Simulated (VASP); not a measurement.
# BP (F-43m) in VASP: further runs

BP is run at these levels: b88 exchange, pbe correlation, PBEsol-based screened hybrid with 25 % exact exchange; tasks: single point.

All numbers are computed with VASP 6.6.1; they aren't measurements. Logs are shortened: lines on timing, memory, paths and dates and some standing lists are left out, and cuts for length are marked.

## 1. The cell of the first run

The structure is cubic, space group F-43m (No. 216). The conventional cell has a = 4.538 Å, b = 4.538 Å, c = 4.538 Å, α = 90.00°, β = 90.00°, γ = 90.00°. Within 2.6 Å of P (site symmetry -43m) lie 4 B at 1.97 Å. Within 2.6 Å of B (site symmetry -43m) lie 4 P at 1.97 Å.

## 2. Single point, b88 exchange, pbe correlation

INCAR reads:

```
SYSTEM = BP
ALGO = Normal ; EDIFF = 1E-6
ENCUT = 500 ; GGA = LIBXC
GGA_COMPAT = .FALSE. ; ISIF = 2
ISMEAR = -1 ; LASPH = .TRUE.
LCHARG = .TRUE. ; LELF = .TRUE.
LIBXC1 = GGA_X_B88 ; LIBXC2 = GGA_C_PBE
LREAL = .FALSE. ; LVHAR = .TRUE.
LWAVE = .FALSE. ; NBANDS = 11
NELM = 120 ; PREC = Accurate
SIGMA = 0.1
```

KPOINTS reads:

```
k-points
0
G
  10 10 10
  0 0 0
```

POSCAR reads:

```
BP
1.0
    0.0000000000      2.2690000000      2.2690000000
    2.2690000000      0.0000000000      2.2690000000
    2.2690000000      2.2690000000      0.0000000000
P B
1 1
Direct
    0.7500000000      0.7500000000      0.7500000000
    0.0000000000      0.0000000000      0.0000000000
```

Potentials or basis: VASP PAW PBE potentials, release 64 (P, B).

Command:

```bash
cat potpaw_PBE.64/P/POTCAR potpaw_PBE.64/B/POTCAR > POTCAR
mpirun -np 1 vasp_std > vasp.out
```

OUTCAR:

```text
SYSTEM = BP
   EDIFF = 1E-6
   ENCUT = 500
   GGA = LIBXC
   ISIF = 2
   ISMEAR = -1
   LASPH = .TRUE.
   LREAL = .FALSE.
   NELM = 120
   PREC = Accurate

 ion  position               nearest neighbor table
   1  0.750  0.750  0.750-   2 1.97   2 1.97   2 1.97   2 1.97
   2  0.000  0.000  0.000-   1 1.97   1 1.97   1 1.97   1 1.97

  LATTYP: Found a face centered cubic cell.
 ALAT       =     4.5380000000

  Lattice vectors:

 A1 = (   0.0000000000,   2.2690000000,   2.2690000000)
 A2 = (   2.2690000000,   0.0000000000,   2.2690000000)
 A3 = (   2.2690000000,   2.2690000000,   0.0000000000)

Analysis of symmetry for initial positions (statically):
=====================================================================
 Subroutine PRICEL returns:
 Original cell was already a primitive cell.

 Routine SETGRP: Setting up the symmetry group for a
 face centered cubic supercell.

 Subroutine GETGRP returns: Found 24 space group operations
 (whereof 24 operations were pure point group operations)
 out of a pool of 48 trial point group operations.

The static configuration has the point symmetry T_d .

Analysis of symmetry for dynamics (positions and initial velocities):
=====================================================================
 Subroutine PRICEL returns:
 Original cell was already a primitive cell.

 Routine SETGRP: Setting up the symmetry group for a
 face centered cubic supercell.

 Subroutine GETGRP returns: Found 24 space group operations
 (whereof 24 operations were pure point group operations)
 out of a pool of 48 trial point group operations.

The dynamic configuration has the point symmetry T_d .

 Subroutine INISYM returns: Found 24 space group operations
 (whereof 24 operations are pure point group operations),
 and found     1 'primitive' translations

----------------------------------------------------------------------------------------

                                     Primitive cell

  volume of cell :      23.3633

  direct lattice vectors                    reciprocal lattice vectors
     0.000000000  2.269000000  2.269000000    -0.220361393  0.220361393  0.220361393
     2.269000000  0.000000000  2.269000000     0.220361393 -0.220361393  0.220361393
     2.269000000  2.269000000  0.000000000     0.220361393  0.220361393 -0.220361393

  length of vectors
     3.208850573  3.208850573  3.208850573     0.381677128  0.381677128  0.381677128

  position of ions in fractional coordinates (direct lattice)
     0.750000000  0.750000000  0.750000000
     0.000000000  0.000000000  0.000000000

  ion indices of the primitive-cell ions
   primitive index   ion index
                 1           1
                 2           2

----------------------------------------------------------------------------------------

 KPOINTS: k-points

Automatic generation of k-mesh.
 Grid dimensions read from file:
 generate k-points for:   10   10   10

 Generating k-lattice:

  Cartesian coordinates                     Fractional coordinates (reciprocal lattice)
    -0.022036139  0.022036139  0.022036139     0.100000000  0.000000000  0.000000000
     0.022036139 -0.022036139  0.022036139     0.000000000  0.100000000  0.000000000
     0.022036139  0.022036139 -0.022036139     0.000000000  0.000000000  0.100000000

  Length of vectors
     0.038167713  0.038167713  0.038167713

  Shift w.r.t. Gamma in fractional coordinates (k-lattice)
     0.000000000  0.000000000  0.000000000

 Subroutine IBZKPT returns following result:
 ===========================================

 Found     47 irreducible k-points:

 Following reciprocal coordinates:
            Coordinates               Weight
  0.000000  0.000000  0.000000      1.000000
  0.100000  0.000000  0.000000      8.000000
  0.200000  0.000000  0.000000      8.000000
  0.300000  0.000000  0.000000      8.000000
  0.400000  0.000000  0.000000      8.000000
  0.500000  0.000000  0.000000      4.000000
[... 16 lines left out ...]
  0.300000  0.300000  0.000000      6.000000
  0.400000  0.300000  0.000000     24.000000
 [... further k-points ...]
   k-points           NKPTS =     47   k-points in BZ     NKDIM =     47   number of bands    NBANDS=     11
   number of dos      NEDOS =    301   number of ions     NIONS =      2
   total plane-waves  NPLWV =  13824
   dimension x,y,z NGX =    24 NGY =   24 NGZ =   24
   dimension x,y,z NGXF=    48 NGYF=   48 NGZF=   48
   ions per type =               1   1
   NGX,Y,Z   is equivalent  to a cutoff of  12.43, 12.43, 12.43 a.u.
   NGXF,Y,Z  is equivalent  to a cutoff of  24.87, 24.87, 24.87 a.u.
 SYSTEM =  BP
   PREC   = accura    normal or accurate (medium, high low for compatibility)
   ISTART =      0    job   : 0-new  1-cont  2-samecut
   ICHARG =      2    charge: 1-file 2-atom 10-const
   ISPIN  =      1    spin polarized calculation?
   LNONCOLLINEAR =      F non collinear calculations
   LSORBIT =      F    spin-orbit coupling
   LASPH  =      T    aspherical Exc in radial PAW
   ENCUT  =  500.0 eV  36.75 Ry    6.06 a.u.   5.85  5.85  5.85*2*pi/ulx,y,z
   NELM   =    120;   NELMIN=  2; NELMDL= -5     # of ELM steps
   EDIFF  = 0.1E-05   stopping-criterion for ELM
   LREAL  =      F    real-space projection
   EDIFFG = 0.1E-04   stopping-criterion for IOM
   NSW    =      0    number of steps for IOM
   IBRION =     -1    ionic relax: 0-MD 1-quasi-New 2-CG
   NFREE  =      0    steps in history (QN), initial steepest desc. (CG)
   ISIF   =      2    stress and relaxation
   ISYM   =      2    0-nonsym 1-usesym 2-fastsym
   POTIM  = 0.5000    time-step for ionic-motion
   TEBEG  =    0.0;   TEEND  =   0.0 temperature during run
   PSTRESS=    0.0 pullay stress
   NELECT =       8.0000    total number of electrons
   NUPDOWN=      -1.0000    fix difference up-down
   EMIN   =  10.00;   EMAX   =-10.00  energy-range for DOS
   EFERMI =   0.00;   METHOD = LEGACY
   ISMEAR =    -1;   SIGMA  =   0.10  broadening in eV -4-tet -1-fermi 0-gaus
   EFERMI_NEDOS =   21; number of points for ismear=-14 and -15
   IALGO  =     38    algorithm
   IMIX   =      4    mixing-type and parameters
     AMIX     =   0.40;   BMIX     =  1.00
     AMIX_MAG =   1.60;   BMIX_MAG =  1.00
  volume/ion in A,a.u.               =      11.68        78.83
  Fermi-wavevector in a.u.,A,eV,Ry     =   1.145320  2.164342 17.847562  1.311759
  Thomas-Fermi vector in A             =   2.282009
   LORBIT       =      0    0 simple, 1 ext, 2 COOP (PROOUT), +10 PAW based schemes
   GGA     = LIBXC    functional components
   LHFCALC =     F    Hartree Fock is set to
   AEXX    =    0.0000 exact exchange contribution
   IVDW    =     0    specifies the selected vdW correction
   LEPSILON=     F    determine dielectric tensor
   LRPA    =     F    only Hartree local field effects (RPA)
 non-spin polarized calculation
  energy-cutoff  :      500.00
  volume of cell :       23.36
 maximum number of plane-waves:       609
   NGX = 11   NGY = 11   NGZ = 11

 number of electron       8.0000000 magnetization

 Free energy of the ion-electron system (eV)
  ---------------------------------------------------
  ext. energy  EPLUGINS =         0.00000000
  ---------------------------------------------------
  free energy    TOTEN  =       -12.72602699 eV

  energy without entropy =      -12.72598720  energy(sigma->0) =      -12.72600709

 E-fermi :   8.0014     XC(G=0): -10.9284

 val. band max:        7.4069711317   @ k =   0.0000   0.0000   0.0000
 cond. band min:       8.6541958694   @ k =   0.4000   0.4000   0.0000
 fundamental gap:      1.2472247377
 Fermi energy:         8.0014213387

 k-point     1 :       0.0000    0.0000    0.0000
  band No.  band energies     occupation
      1      -8.0504      2.00000
      2       7.4070      1.99477
      3       7.4070      1.99477
      4       7.4070      1.99477
      5      10.8269      0.00000
      6      10.8269      0.00000
      7      10.8269      0.00000
      8      14.7757      0.00000
      9      18.8952      0.00000
     10      19.5625      0.00000
     11      19.5625      0.00000

 k-point     2 :       0.1000    0.0000    0.0000
  band No.  band energies     occupation
      1      -7.8702      2.00000
      2       6.1075      2.00000
      3       7.1136      1.99972
      4       7.1136      1.99972
      5      11.2342      0.00000
      6      11.2342      0.00000
      7      11.2584      0.00000
      8      15.2983      0.00000
      9      18.8743      0.00000
     10      18.8743      0.00000
     11      19.4668      0.00000

 k-point     3 :       0.2000    0.0000    0.0000
  band No.  band energies     occupation
      1      -7.3366      2.00000
      2       3.7667      2.00000
      3       6.5560      2.00000
      4       6.5560      2.00000
      5      11.4491      0.00000
      6      11.9537      0.00000
      7      11.9537      0.00000
      8      16.4761      0.00000
      9      18.2697      0.00000
     10      18.2697      0.00000
     11      20.3328      0.00000

 k-point     4 :       0.3000    0.0000    0.0000
  band No.  band energies     occupation
      1      -6.4794      2.00000
      2       1.4074      2.00000
      3       6.0676      2.00000
      4       6.0676      2.00000
      5      11.3513      0.00000
      6      12.2836      0.00000
      7      12.2836      0.00000
      8      17.3924      0.00000
      9      18.8443      0.00000
     10      18.8443      0.00000
     11      20.5952      0.00000
[... 239 lines left out ...]
 k-point    22 :      -0.2000    0.2000    0.0000
  band No.  band energies     occupation
      1      -6.1879      2.00000
      2       2.1599      2.00000
      3       3.2413      2.00000
      4       6.1665      2.00000
      5      11.8958      0.00000
      6      12.7449      0.00000
      7      13.7943      0.00000
      8      15.7551      0.00000
      9      16.9220      0.00000
     10      21.0318      0.00000
     11      23.2113      0.00000

 k-point    23 :       0.3000    0.3000    0.0000
  band No.  band energies     occupation
      1      -5.9356      2.00000
      2       2.5742      2.00000
      3       4.1927      2.00000
      4       4.1927      2.00000
      5       8.9416      0.00017
      6      11.3255      0.00000
      7      16.2865      0.00000
      8      16.2865      0.00000
      9      20.4690      0.00000
     10      21.8189      0.00000
     11      23.9336      0.00000

 k-point    24 :       0.4000    0.3000    0.0000
  band No.  band energies     occupation
      1      -5.1106      2.00000
      2       1.2471      2.00000
      3       3.3649      2.00000
      4       3.8983      2.00000
      5       9.2279      0.00001
      6      11.0378      0.00000
      7      16.8988      0.00000
      8      16.9108      0.00000
      9      21.4174      0.00000
     10      22.6948      0.00000
     11      24.4549      0.00000

 [... further k-points ...]

------------------------ aborting loop because EDIFF is reached ----------------------------------------

  FORCE on cell =-STRESS in cart. coord.  units (eV):
  Direction    XX          YY          ZZ          XY          YZ          ZX
  --------------------------------------------------------------------------------------
  -------------------------------------------------------------------------------------
  Total        0.1735344      0.1735344      0.1735344      0.0000000      0.0000000      0.0000000
  in kB       11.9004320     11.9004320     11.9004320      0.0000000      0.0000000      0.0000000
  external PRESSURE =      11.9004320 kB  Pullay stress =       0.0000000 kB

 VOLUME and BASIS-vectors are now :
 -----------------------------------------------------------------------------
  energy-cutoff  :      500.00
  volume of cell :       23.36
      direct lattice vectors                 reciprocal lattice vectors
     0.000000000  2.269000000  2.269000000    -0.220361393  0.220361393  0.220361393
     2.269000000  0.000000000  2.269000000     0.220361393 -0.220361393  0.220361393
     2.269000000  2.269000000  0.000000000     0.220361393  0.220361393 -0.220361393

 POSITION                                       TOTAL-FORCE (eV/Angst)
 -----------------------------------------------------------------------------------
      3.40350      3.40350      3.40350         0.000000     -0.000000     -0.000000
      0.00000      0.00000      0.00000        -0.000000      0.000000      0.000000
 -----------------------------------------------------------------------------------
    total drift:                               -0.000000     -0.000000     -0.000000

  FREE ENERGIE OF THE ION-ELECTRON SYSTEM (eV)
  ---------------------------------------------------
  free  energy   TOTEN  =       -12.7260269894 eV

  energy  without entropy=      -12.7259871980  energy(sigma->0) =      -12.72600709
```

Wall time 6.3 s (1 thread of Intel Xeon Platinum 8559C (Emerald Rapids), shared host); peak memory 0.14 GiB.

What came out:

- Free energy: -12.7260 eV
- Pressure: 1.2 GPa
- Band gap on the k mesh: 1.25 eV (least direct gap 3.42 eV)

Caveat: the PAW data sets were made with another functional, which shifts forces and pressure a little.

(Part 1 of 2 ends here.)
